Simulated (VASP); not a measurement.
# Ru in VASP: single point with PBE

Aim: the single point of Ru with PBE.

Everything below comes from runs of VASP 6.6.1. Logs are shortened: lines on timing, memory, paths and dates and some standing lists are left out, and cuts for length are marked.

## (1) The cell of the first run

The cell holds a slab with vacuum, 12 atoms: a = 5.440 Å, b = 5.440 Å, c = 21.297 Å, α = 90.00°, β = 90.00°, γ = 120.00°.

## (2) Single point, PBE

File INCAR:

```
PREC     = Accurate       # precision mode
ENCUT    = 520            # plane-wave cutoff, eV
EDIFF    = 1E-6           # SCF threshold, eV
ISMEAR   = 0              # smearing method
SIGMA    = 0.1            # smearing width, eV
LREAL    = False          # projectors in reciprocal space
LASPH    = True           # aspherical terms in the spheres
NELM     = 60             # most SCF steps
ALGO     = Normal         # electronic algorithm
ISIF     = 2              # what is computed and relaxed
LWAVE    = False          # write WAVECAR
LCHARG   = True           # write CHGCAR
LDIPOL   = True         
IDIPOL   = 3            
DIPOL    = 0.5 0.5 0.496
GGA      = PE             # functional
LELF     = True           # ELF
LVHAR    = True         
LVACPOTAV= True         
NBANDS   = 96             # bands
```

File KPOINTS:

```
Automatic mesh
0
Gamma
  6 6 1
```

File POSCAR:

```
Ru
1.0
    5.4400501825      0.0000000000      0.0000000000
   -2.7200250913      4.7112216559      0.0000000000
    0.0000000000      0.0000000000     21.2967694965
Ru
12
Direct
    0.1666666667      0.3333333333      0.3991215664
    0.1666666667      0.8333333333      0.3991215664
    0.6666666667      0.3333333333      0.3991215664
    0.6666666667      0.8333333333      0.3991215664
    0.3333333333      0.1666666667      0.4964327603
    0.3333333333      0.6666666667      0.4964327603
    0.8333333333      0.1666666667      0.4964327603
    0.8333333333      0.6666666667      0.4964327603
    0.1666666667      0.3333333333      0.5937409286
    0.1666666667      0.8333333333      0.5937409286
    0.6666666667      0.3333333333      0.5937409286
    0.6666666667      0.8333333333      0.5937409286
```

Potentials or basis: VASP PAW PBE potentials, release 64 (Ru_pv).

Launch:

```console
$ cat potpaw_PBE.64/Ru_pv/POTCAR > POTCAR
$ mpirun -np 1 vasp_std > vasp.out
```

OUTCAR:

```text
PREC = Accurate
   ENCUT = 520
   EDIFF = 1E-6
   ISMEAR = 0
   LREAL = False
   LASPH = True
   NELM = 60
   ISIF = 2
   GGA = PE

 ion  position               nearest neighbor table
   1  0.167  0.333  0.399-   5 2.60   7 2.60   6 2.60   4 2.72   4 2.72   3 2.72   3 2.72   2 2.72
                             2 2.72
   2  0.167  0.833  0.399-   6 2.60   8 2.60   5 2.60   3 2.72   3 2.72   4 2.72   4 2.72   1 2.72
                             1 2.72
   3  0.667  0.333  0.399-   7 2.60   5 2.60   8 2.60   2 2.72   2 2.72   1 2.72   1 2.72   4 2.72
                             4 2.72
   4  0.667  0.833  0.399-   8 2.60   6 2.60   7 2.60   1 2.72   1 2.72   2 2.72   2 2.72   3 2.72
                             3 2.72
   5  0.333  0.167  0.496-   9 2.60  11 2.60  10 2.60   1 2.60   3 2.60   2 2.60   8 2.72   8 2.72
                             7 2.72   7 2.72   6 2.72   6 2.72
   6  0.333  0.667  0.496-  10 2.60  12 2.60   9 2.60   2 2.60   4 2.60   1 2.60   7 2.72   7 2.72
                             8 2.72   8 2.72   5 2.72   5 2.72
   7  0.833  0.167  0.496-  11 2.60   9 2.60  12 2.60   3 2.60   1 2.60   4 2.60   6 2.72   6 2.72
                             5 2.72   5 2.72   8 2.72   8 2.72
   8  0.833  0.667  0.496-  12 2.60  10 2.60  11 2.60   4 2.60   2 2.60   3 2.60   5 2.72   5 2.72
                             6 2.72   6 2.72   7 2.72   7 2.72
   9  0.167  0.333  0.594-   5 2.60   7 2.60   6 2.60  12 2.72  12 2.72  11 2.72  11 2.72  10 2.72
[... 14 lines left out ...]
 A1 = (   5.4400501825,   0.0000000000,   0.0000000000)
 A2 = (  -2.7200250913,   4.7112216559,   0.0000000000)
 A3 = (   0.0000000000,   0.0000000000,  21.2967694965)

Analysis of symmetry for initial positions (statically):
=====================================================================
 Subroutine PRICEL returns following result:

  LATTYP: Found a hexagonal cell.
 ALAT       =     2.7200250912
 C/A-ratio  =     7.8296224417

  Lattice vectors:

 A1 = (   2.7200250912,   0.0000000000,   0.0000000000)
 A2 = (  -1.3600125457,   2.3556108280,   0.0000000000)
 A3 = (   0.0000000000,   0.0000000000,  21.2967694965)

   4 primitive cells build up your supercell.

 Routine SETGRP: Setting up the symmetry group for a
 hexagonal supercell.

 Subroutine GETGRP returns: Found 12 space group operations
 (whereof  6 operations were pure point group operations)
 out of a pool of 24 trial point group operations.

The static configuration has the point symmetry C_3v.
 The point group associated with its full space group is D_3h.

Analysis of symmetry for dynamics (positions and initial velocities):
=====================================================================
 Subroutine PRICEL returns following result:

  LATTYP: Found a hexagonal cell.
 ALAT       =     2.7200250912
 C/A-ratio  =     7.8296224417

  Lattice vectors:

 A1 = (   2.7200250912,   0.0000000000,   0.0000000000)
 A2 = (  -1.3600125457,   2.3556108280,   0.0000000000)
 A3 = (   0.0000000000,   0.0000000000,  21.2967694965)

   4 primitive cells build up your supercell.

 Routine SETGRP: Setting up the symmetry group for a
 hexagonal supercell.

 Subroutine GETGRP returns: Found 12 space group operations
 (whereof  6 operations were pure point group operations)
 out of a pool of 24 trial point group operations.

The dynamic configuration has the point symmetry C_3v.
 The point group associated with its full space group is D_3h.

 Subroutine INISYM returns: Found 12 space group operations
 (whereof  6 operations are pure point group operations),
 and found     4 'primitive' translations

----------------------------------------------------------------------------------------

                                     Primitive cell

  volume of cell :     136.4552

  direct lattice vectors                    reciprocal lattice vectors
     2.720025091  0.000000000  0.000000000     0.367643667  0.212259170  0.000000000
    -1.360012546  2.355610828  0.000000000     0.000000000  0.424518341  0.000000000
     0.000000000  0.000000000 21.296769497     0.000000000  0.000000000  0.046955478

  length of vectors
     2.720025091  2.720025091 21.296769497     0.424518341  0.424518341  0.046955478

  position of ions in fractional coordinates (direct lattice)
     0.333333333  0.666666667  0.399121566
     0.666666667  0.333333333  0.496432760
     0.333333333  0.666666667  0.593740929

  ion indices of the primitive-cell ions
   primitive index   ion index
                 1           1
                 2           5
                 3           9

----------------------------------------------------------------------------------------

 KPOINTS: Automatic mesh

Automatic generation of k-mesh.
 Grid dimensions read from file:
 generate k-points for:    6    6    1

 Generating k-lattice:

  Cartesian coordinates                     Fractional coordinates (reciprocal lattice)
     0.030636972  0.017688264  0.000000000     0.166666667  0.000000000  0.000000000
     0.000000000  0.035376528  0.000000000     0.000000000  0.166666667  0.000000000
     0.000000000  0.000000000  0.046955478     0.000000000  0.000000000  1.000000000

  Length of vectors
     0.035376528  0.035376528  0.046955478

  Shift w.r.t. Gamma in fractional coordinates (k-lattice)
     0.000000000  0.000000000  0.000000000

 Subroutine IBZKPT returns following result:
 ===========================================

 Found      7 irreducible k-points:

 Following reciprocal coordinates:
            Coordinates               Weight
  0.000000  0.000000  0.000000      1.000000
  0.166667  0.000000  0.000000      6.000000
  0.333333  0.000000  0.000000      6.000000
  0.500000  0.000000  0.000000      3.000000
  0.166667  0.166667  0.000000      6.000000
  0.333333  0.166667  0.000000     12.000000
  0.333333  0.333333  0.000000      2.000000
   k-points           NKPTS =      7   k-points in BZ     NKDIM =      7   number of bands    NBANDS=     96
   number of dos      NEDOS =    301   number of ions     NIONS =     12
   total plane-waves  NPLWV = 256000
   dimension x,y,z NGX =    40 NGY =   40 NGZ =  160
   dimension x,y,z NGXF=    80 NGYF=   80 NGZF=  320
   ions per type =              12
   NGX,Y,Z   is equivalent  to a cutoff of  12.22, 12.22, 12.49 a.u.
   NGXF,Y,Z  is equivalent  to a cutoff of  24.45, 24.45, 24.98 a.u.
 SYSTEM =  unknown system
   PREC   = accura    normal or accurate (medium, high low for compatibility)
   ISTART =      0    job   : 0-new  1-cont  2-samecut
   ICHARG =      2    charge: 1-file 2-atom 10-const
   ISPIN  =      1    spin polarized calculation?
   LNONCOLLINEAR =      F non collinear calculations
   LSORBIT =      F    spin-orbit coupling
   LASPH  =      T    aspherical Exc in radial PAW
   ENCUT  =  520.0 eV  38.22 Ry    6.18 a.u.  10.11 10.11 39.60*2*pi/ulx,y,z
   NELM   =     60;   NELMIN=  2; NELMDL= -5     # of ELM steps
   EDIFF  = 0.1E-05   stopping-criterion for ELM
   LREAL  =      F    real-space projection
   EDIFFG = 0.1E-04   stopping-criterion for IOM
   NSW    =      0    number of steps for IOM
   IBRION =     -1    ionic relax: 0-MD 1-quasi-New 2-CG
   NFREE  =      0    steps in history (QN), initial steepest desc. (CG)
   ISIF   =      2    stress and relaxation
   ISYM   =      2    0-nonsym 1-usesym 2-fastsym
   POTIM  = 0.5000    time-step for ionic-motion
   TEBEG  =    0.0;   TEEND  =   0.0 temperature during run
   PSTRESS=    0.0 pullay stress
   NELECT =     168.0000    total number of electrons
   NUPDOWN=      -1.0000    fix difference up-down
   EMIN   =  10.00;   EMAX   =-10.00  energy-range for DOS
   EFERMI =   0.00;   METHOD = LEGACY
   ISMEAR =     0;   SIGMA  =   0.10  broadening in eV -4-tet -1-fermi 0-gaus
   EFERMI_NEDOS =   21; number of points for ismear=-14 and -15
   IALGO  =     38    algorithm
   IMIX   =      4    mixing-type and parameters
     AMIX     =   0.40;   BMIX     =  1.00
     AMIX_MAG =   1.60;   BMIX_MAG =  1.00
  volume/ion in A,a.u.               =      45.49       306.95
  Fermi-wavevector in a.u.,A,eV,Ry     =   1.105337  2.088783 16.623175  1.221769
  Thomas-Fermi vector in A             =   2.241822
   LORBIT       =      0    0 simple, 1 ext, 2 COOP (PROOUT), +10 PAW based schemes
   GGA     = PE    functional components
   LHFCALC =     F    Hartree Fock is set to
   AEXX    =    0.0000 exact exchange contribution
   IVDW    =     0    specifies the selected vdW correction
   LEPSILON=     F    determine dielectric tensor
   LRPA    =     F    only Hartree local field effects (RPA)
 non-spin polarized calculation
 Gauss-broadening in eV      SIGMA  =   0.10
  energy-cutoff  :      520.00
  volume of cell :      545.82
 maximum number of plane-waves:     14730
   NGX = 21   NGY = 21   NGZ = 79

 dipolmoment           0.000000      0.000000      0.000494 electrons x Angstroem

 number of electron     168.0000034 magnetization

 dipolmoment           0.000000      0.000000     -0.001139 electrons x Angstroem

 Free energy of the ion-electron system (eV)
  ---------------------------------------------------
  ext. energy  EPLUGINS =         0.00000000
  ---------------------------------------------------
  free energy    TOTEN  =      -102.79232783 eV

  energy without entropy =     -102.74705410  energy(sigma->0) =     -102.76969097

 E-fermi :   0.4868     XC(G=0):  -5.1657

 val. band max:        0.4011635593   @ k =   0.5000   0.0000   0.0000
 cond. band min:       0.4974554817   @ k =   0.1667   0.0000   0.0000
 fundamental gap:      0.0962919224
 Fermi energy:         0.4868267377

 k-point     1 :       0.0000    0.0000    0.0000
  band No.  band energies     occupation
      1     -43.4074      2.00000
      2     -43.4074      2.00000
      3     -43.4074      2.00000
      4     -43.3040      2.00000
      5     -43.1471      2.00000
      6     -43.1471      2.00000
[... 682 lines left out ...]
     95       0.9977      0.00000
     96       1.3118      0.00000

------------------------ aborting loop because EDIFF is reached ----------------------------------------

  FORCE on cell =-STRESS in cart. coord.  units (eV):
  Direction    XX          YY          ZZ          XY          YZ          ZX
  --------------------------------------------------------------------------------------
  -------------------------------------------------------------------------------------
  Total      -11.0375827    -11.0375827      0.0401795      0.0000000      0.0000000      0.0000000
  in kB      -32.3992069    -32.3992069      0.1179411      0.0000000      0.0000000      0.0000000
  external PRESSURE =     -21.5601576 kB  Pullay stress =       0.0000000 kB

 VOLUME and BASIS-vectors are now :
 -----------------------------------------------------------------------------
  energy-cutoff  :      520.00
  volume of cell :      545.82
      direct lattice vectors                 reciprocal lattice vectors
     5.440050183  0.000000000  0.000000000     0.183821834  0.106129585  0.000000000
    -2.720025091  4.711221656  0.000000000     0.000000000  0.212259170  0.000000000
     0.000000000  0.000000000 21.296769497     0.000000000  0.000000000  0.046955478

 POSITION                                       TOTAL-FORCE (eV/Angst)
 -----------------------------------------------------------------------------------
      0.00000      1.57041      8.50000        -0.000000     -0.000000     -0.010816
     -1.36001      3.92602      8.50000         0.000000     -0.000000     -0.010816
      2.72003      1.57041      8.50000         0.000000     -0.000000     -0.010816
      1.36001      3.92602      8.50000        -0.000000     -0.000000     -0.010816
      1.36001      0.78520     10.57241         0.000000      0.000000     -0.000000
     -0.00000      3.14081     10.57241         0.000000      0.000000      0.000000
      4.08004      0.78520     10.57241        -0.000000      0.000000     -0.000000
      2.72003      3.14081     10.57241        -0.000000      0.000000     -0.000000
      0.00000      1.57041     12.64476         0.000000      0.000000      0.010816
     -1.36001      3.92602     12.64476        -0.000000      0.000000      0.010816
      2.72003      1.57041     12.64476        -0.000000     -0.000000      0.010816
      1.36001      3.92602     12.64476        -0.000000      0.000000      0.010816
 -----------------------------------------------------------------------------------
    total drift:                               -0.000001      0.000001     -0.323464

  FREE ENERGIE OF THE ION-ELECTRON SYSTEM (eV)
  ---------------------------------------------------
  free  energy   TOTEN  =      -102.7923278305 eV

  energy  without entropy=     -102.7470540995  energy(sigma->0) =     -102.76969097

 vacuum level on the upper side and lower side of the slab         5.419         5.427
```

It took 16 min on 1 thread of Intel Xeon Platinum 8375C at 2.90GHz (Ice Lake), shared host; peak memory 0.64 GiB.

Results:

- Free energy: -102.7923 eV
- Largest force: 0.011 eV/Å
- Band gap on the k mesh: zero (bands 84 and 85 overlap by 0.93 eV)

Forces on the atoms (eV/Å):
```
Ru   0.000  0.000 -0.011
Ru   0.000  0.000 -0.011
Ru   0.000  0.000 -0.011
Ru   0.000  0.000 -0.011
Ru   0.000  0.000  0.000
Ru   0.000  0.000  0.000
Ru   0.000  0.000  0.000
Ru   0.000  0.000  0.000
Ru   0.000  0.000  0.011
Ru   0.000  0.000  0.011
Ru   0.000  0.000  0.011
Ru   0.000  0.000  0.011
```

The gap in the log of VASP goes by the Fermi energy; the results here count the filled bands.